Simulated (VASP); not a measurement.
# Zr5N (P6/mmm) in VASP: relaxation of cell and atoms with PBE

Aim: the relaxation of cell and atoms of Zr5N with PBE.

Everything below comes from runs of VASP 6.6.1. Logs are shortened: lines on timing, memory, paths and dates and some standing lists are left out, and cuts for length are marked.

## 1. The cell of the first run

Symmetry: P6/mmm, No. 191, hexagonal system. Conventional cell: a = 5.379 Å, b = 5.379 Å, c = 7.738 Å, α = 90.00°, β = 90.00°, γ = 120.00°. Zr (site symmetry mmm) has 8 Zr at 2.69 to 3.34 Å and 2 N at 2.69 Å within 3.5 Å. Within 2.6 Å of Zr (site symmetry 6mm) lie 1 N at 1.98 Å. Within 2.7 Å of N (site symmetry 6/mmm) lie 8 Zr at 1.98 to 2.69 Å.

The cell was generated, and may not be a known phase.

## 2. Relaxation of cell and atoms, PBE

INCAR reads:

```
PREC     = Accurate       # precision mode
ENCUT    = 600            # plane-wave cutoff, eV
EDIFF    = 1E-6           # SCF threshold, eV
ISMEAR   = 0              # smearing method
SIGMA    = 0.1            # smearing width, eV
LREAL    = False          # projectors in reciprocal space
LASPH    = True           # aspherical terms in the spheres
NELM     = 60             # most SCF steps
ALGO     = Fast           # electronic algorithm
ISIF     = 3              # what is computed and relaxed
LWAVE    = False          # write WAVECAR
LCHARG   = False          # write CHGCAR
GGA      = PE             # functional
IBRION   = 2              # ionic algorithm
NSW      = 100            # ionic steps
EDIFFG   = -0.01          # ionic threshold
```

KPOINTS reads:

```
Automatic mesh
0
Gamma
  12 12 6
```

POSCAR reads:

```
Zr5N
1.0
    5.3785055395      0.0000000000      0.0000000000
   -2.6892527698      4.6579224316      0.0000000000
    0.0000000000      0.0000000000      7.7384643738
Zr N
5 1
Direct
    0.5000000000      0.0000000000      0.0000000000
    0.0000000000      0.5000000000      0.0000000000
    0.5000000000      0.5000000000      0.0000000000
    0.0000000000      0.0000000000      0.7437104933
    0.0000000000      0.0000000000      0.2562895067
    0.0000000000      0.0000000000      0.0000000000
```

Potentials or basis: VASP PAW PBE potentials, release 64 (Zr_sv, N).

Started as:

```sh
$ cat potpaw_PBE.64/Zr_sv/POTCAR potpaw_PBE.64/N/POTCAR > POTCAR
$ mpirun -np 1 vasp_std > vasp.out
```

OUTCAR:

```text
PREC = Accurate
   ENCUT = 600
   EDIFF = 1E-6
   ISMEAR = 0
   LREAL = False
   LASPH = True
   NELM = 60
   ISIF = 3
   GGA = PE
   IBRION = 2
   NSW = 100
   EDIFFG = -0.01

 ion  position               nearest neighbor table
   1  0.500  0.000  0.000-   2 2.69   2 2.69   6 2.69   6 2.69   3 2.69   3 2.69   4 3.34   5 3.34
                             4 3.34   5 3.34
   2  0.000  0.500  0.000-   1 2.69   1 2.69   3 2.69   3 2.69   6 2.69   6 2.69   5 3.34   5 3.34
                             4 3.34   4 3.34
   3  0.500  0.500  0.000-   6 2.69   6 2.69   2 2.69   2 2.69   1 2.69   1 2.69   4 3.34   4 3.34
                             5 3.34   5 3.34
   4  0.000  0.000  0.744-   6 1.98   3 3.34   3 3.34   1 3.34   1 3.34   2 3.34   2 3.34   5 3.77

   5  0.000  0.000  0.256-   6 1.98   3 3.34   3 3.34   1 3.34   1 3.34   2 3.34   2 3.34   4 3.77

   6  0.000  0.000  0.000-   4 1.98   5 1.98   3 2.69   3 2.69   1 2.69   1 2.69   2 2.69   2 2.69

  LATTYP: Found a hexagonal cell.
 ALAT       =     5.3785055395
 C/A-ratio  =     1.4387759419

  Lattice vectors:

 A1 = (   5.3785055395,   0.0000000000,   0.0000000000)
 A2 = (  -2.6892527698,   4.6579224316,   0.0000000000)
 A3 = (   0.0000000000,   0.0000000000,   7.7384643738)

Analysis of symmetry for initial positions (statically):
=====================================================================
 Subroutine PRICEL returns:
 Original cell was already a primitive cell.

 Routine SETGRP: Setting up the symmetry group for a
 hexagonal supercell.

 Subroutine GETGRP returns: Found 24 space group operations
 (whereof 24 operations were pure point group operations)
 out of a pool of 24 trial point group operations.

The static configuration has the point symmetry D_6h.

Analysis of symmetry for dynamics (positions and initial velocities):
=====================================================================
 Subroutine PRICEL returns:
 Original cell was already a primitive cell.

 Routine SETGRP: Setting up the symmetry group for a
 hexagonal supercell.

 Subroutine GETGRP returns: Found 24 space group operations
 (whereof 24 operations were pure point group operations)
 out of a pool of 24 trial point group operations.

The dynamic configuration has the point symmetry D_6h.

 Subroutine INISYM returns: Found 24 space group operations
 (whereof 24 operations are pure point group operations),
 and found     1 'primitive' translations

----------------------------------------------------------------------------------------

                                     Primitive cell

  volume of cell :     193.8691

  direct lattice vectors                    reciprocal lattice vectors
[... 104 lines left out ...]
   TEBEG  =    0.0;   TEEND  =   0.0 temperature during run
   PSTRESS=    0.0 pullay stress
   NELECT =      65.0000    total number of electrons
   NUPDOWN=      -1.0000    fix difference up-down
   EMIN   =  10.00;   EMAX   =-10.00  energy-range for DOS
   EFERMI =   0.00;   METHOD = LEGACY
   ISMEAR =     0;   SIGMA  =   0.10  broadening in eV -4-tet -1-fermi 0-gaus
   EFERMI_NEDOS =   21; number of points for ismear=-14 and -15
   IALGO  =     68    algorithm
   IMIX   =      4    mixing-type and parameters
     AMIX     =   0.40;   BMIX     =  1.00
     AMIX_MAG =   1.60;   BMIX_MAG =  1.00
  volume/ion in A,a.u.               =      32.31       218.05
  Fermi-wavevector in a.u.,A,eV,Ry     =   1.137304  2.149192 17.598583  1.293459
  Thomas-Fermi vector in A             =   2.274009
   LORBIT       =      0    0 simple, 1 ext, 2 COOP (PROOUT), +10 PAW based schemes
   GGA     = PE    functional components
   LHFCALC =     F    Hartree Fock is set to
   AEXX    =    0.0000 exact exchange contribution
   IVDW    =     0    specifies the selected vdW correction
   LEPSILON=     F    determine dielectric tensor
   LRPA    =     F    only Hartree local field effects (RPA)
 conjugate gradient relaxation of ions
 non-spin polarized calculation
 RMM-DIIS sequential band-by-band and
 Gauss-broadening in eV      SIGMA  =   0.10
  energy-cutoff  :      600.00
  volume of cell :      193.87
 maximum number of plane-waves:      6499
 NGX is ok and might be reduce to    48
   NGX = 21   NGY = 21   NGZ = 31

--------------------------------------- Ionic step        1  -------------------------------------------

 number of electron      64.9999999 magnetization

 Free energy of the ion-electron system (eV)
  ---------------------------------------------------
  ext. energy  EPLUGINS =         0.00000000
  ---------------------------------------------------
  free energy    TOTEN  =       -45.73775494 eV

  energy without entropy =      -45.69125496  energy(sigma->0) =      -45.71450495

------------------------ aborting loop EDIFF was not reached (unconverged)  ----------------------------

  FORCE on cell =-STRESS in cart. coord.  units (eV):
  Direction    XX          YY          ZZ          XY          YZ          ZX
  --------------------------------------------------------------------------------------
  -------------------------------------------------------------------------------------
  Total       -0.2513296     -0.2513296      0.7504316      0.0000000     -0.0000000      0.0000000
  in kB       -2.0770435     -2.0770435      6.2017329      0.0000000     -0.0000000      0.0000000
  external PRESSURE =       0.6825486 kB  Pullay stress =       0.0000000 kB
[... 27 lines left out ...]
--------------------------------------- Ionic step        2  -------------------------------------------

 number of electron      64.9999999 magnetization

 E-fermi :   4.3604     XC(G=0):  -8.5170

 val. band max:        4.3597548434   @ k =   0.4167   0.1667   0.1667
 cond. band min:       4.3634102259   @ k =   0.4167   0.1667   0.3333
 fundamental gap:      0.0036553825
 Fermi energy:         4.3603942798

 k-point     1 :       0.0000    0.0000    0.0000
  band No.  band energies     occupation
      1     -45.3583      2.00000
      2     -45.3523      2.00000
      3     -44.2565      2.00000
      4     -43.7677      2.00000
      5     -43.7677      2.00000
      6     -23.7956      2.00000
[... 1158 lines left out ...]
--------------------------------------- Ionic step        6  -------------------------------------------

 number of electron      64.9999999 magnetization

 Free energy of the ion-electron system (eV)
  ---------------------------------------------------
  ext. energy  EPLUGINS =         0.00000000
  ---------------------------------------------------
  free energy    TOTEN  =       -45.74104566 eV

  energy without entropy =      -45.69485112  energy(sigma->0) =      -45.71794839

 E-fermi :   4.3970     XC(G=0):  -8.5321

 val. band max:        4.3913498724   @ k =   0.3333   0.0833   0.1667
 cond. band min:       4.4016672448   @ k =   0.4167   0.1667   0.3333
 fundamental gap:      0.0103173724
 Fermi energy:         4.3970172050

 k-point     1 :       0.0000    0.0000    0.0000
  band No.  band energies     occupation
      1     -45.3055      2.00000
      2     -45.2992      2.00000
      3     -44.2162      2.00000
      4     -43.7224      2.00000
      5     -43.7224      2.00000
      6     -23.7670      2.00000
[... 1032 lines left out ...]
  FREE ENERGIE OF THE ION-ELECTRON SYSTEM (eV)
  ---------------------------------------------------
  free  energy   TOTEN  =       -45.7410456567 eV

  energy  without entropy=      -45.6948511192  energy(sigma->0) =      -45.71794839

 reached required accuracy - stopping structural energy minimisation
```

OSZICAR:

```text
N       E                     dE             d eps       ncg     rms          rms(c)
DAV:   1     0.777061532601E+03    0.77706E+03   -0.35326E+04  5968   0.173E+03
DAV:   2     0.181335644323E+02   -0.75893E+03   -0.74190E+03  7052   0.490E+02
[... 112 lines left out ...]
DAV:   1    -0.457414600915E+02   -0.44364E-03   -0.14324E-02  7023   0.827E-01    0.199E-01
RMM:   2    -0.457412321082E+02    0.22798E-03   -0.15499E-03  7236   0.196E-01    0.737E-02
RMM:   3    -0.457410896205E+02    0.14249E-03   -0.39357E-04  7418   0.880E-02    0.407E-02
RMM:   4    -0.457410454885E+02    0.44132E-04   -0.13568E-04  7422   0.601E-02    0.243E-02
RMM:   5    -0.457410461754E+02   -0.68695E-06   -0.49845E-05  8170   0.279E-02    0.943E-03
RMM:   6    -0.457410458210E+02    0.35443E-06   -0.13610E-05  6328   0.124E-02    0.371E-03
RMM:   7    -0.457410456567E+02    0.16430E-06   -0.55670E-06  4892   0.710E-03
   6 F= -.45741046E+02 E0= -.45717948E+02  d E =-.532662E-03
```

CONTCAR:

```text
Zr5N
   1.00000000000000
     5.3623152765501567    0.0000000000001734   -0.0000000000000000
    -2.6811576383247777    4.6439012525914212    0.0000000000000000
     0.0000000000000000    0.0000000000000000    7.7650546167489374
  Zr              N
     5     1
Direct
     0.5000000000000000    0.0000000000000000    0.0000000000000000
     0.0000000000000000    0.5000000000000000    0.0000000000000000
     0.5000000000000000    0.5000000000000000    0.0000000000000000
     0.0000000000000000    0.0000000000000000    0.7431451229514731
     1.0000000000000000    0.0000000000000000    0.2568548770485269
     0.0000000000000000    0.0000000000000000    0.0000000000000000

  0.00000000E+00  0.00000000E+00  0.00000000E+00
  0.00000000E+00  0.00000000E+00  0.00000000E+00
  0.00000000E+00  0.00000000E+00  0.00000000E+00
  0.00000000E+00  0.00000000E+00  0.00000000E+00
  0.00000000E+00  0.00000000E+00  0.00000000E+00
  0.00000000E+00  0.00000000E+00  0.00000000E+00
```

Wall time 2.4 h (1 thread of Oxide Virtual Turin-like, shared host); peak memory 0.74 GiB.

Results:

```yaml
Free_energy: -45.7410 eV
Relaxed_volume: 32.23 Å³/atom
Relaxed_cell: a = 5.362 Å, b = 5.362 Å, c = 7.765 Å, α = 90.00°, β = 90.00°, γ = 120.00°
Space_group_after_relaxing_to_0.1_Å: P6/mmm (No. 191)
Energy_gained_by_relaxing: 0.5 meV/atom
Ionic_steps: 6
Pressure_after_relaxing: 0.0 GPa
Largest_force_after_relaxing: 0.009 eV/Å
Band_gap_on_the_k_mesh: zero (an odd number of electrons rules out a gap without spin polarisation)
```

Forces on the atoms (eV/Å):
```
Zr   0.000  0.000  0.000
Zr   0.000  0.000  0.000
Zr   0.000  0.000  0.000
Zr   0.000  0.000  0.009
Zr   0.000  0.000 -0.009
N    0.000  0.000  0.000
```

Step by step:
```
step  energy change (eV)  largest force (eV/Å)  pressure (GPa)  volume (Å³)
   1              0.0000                0.1734            0.07       193.87
   2             -0.0010                0.2083           -0.40       194.25
   3             -0.0027                0.0530           -0.20       194.09
   4             -0.0028                0.0360           -0.18       194.08
   5             -0.0033                0.0039            0.04       193.22
   6             -0.0033                0.0095            0.01       193.37
```

Final structure:
```cif
data_structure
_symmetry_space_group_name_H-M 'P 1'
_symmetry_Int_Tables_number 1
_cell_length_a 5.3623
_cell_length_b 5.3623
_cell_length_c 7.7651
_cell_angle_alpha 90.000
_cell_angle_beta 90.000
_cell_angle_gamma 120.000
_cell_volume 193.37
loop_
_atom_site_label
_atom_site_type_symbol
_atom_site_fract_x
_atom_site_fract_y
_atom_site_fract_z
_atom_site_occupancy
Zr1 Zr 0.50000 0.00000 0.00000 1
Zr2 Zr 0.00000 0.50000 0.00000 1
Zr3 Zr 0.50000 0.50000 0.00000 1
Zr4 Zr 0.00000 0.00000 0.74315 1
Zr5 Zr 0.00000 0.00000 0.25685 1
N1 N 0.00000 0.00000 0.00000 1
```
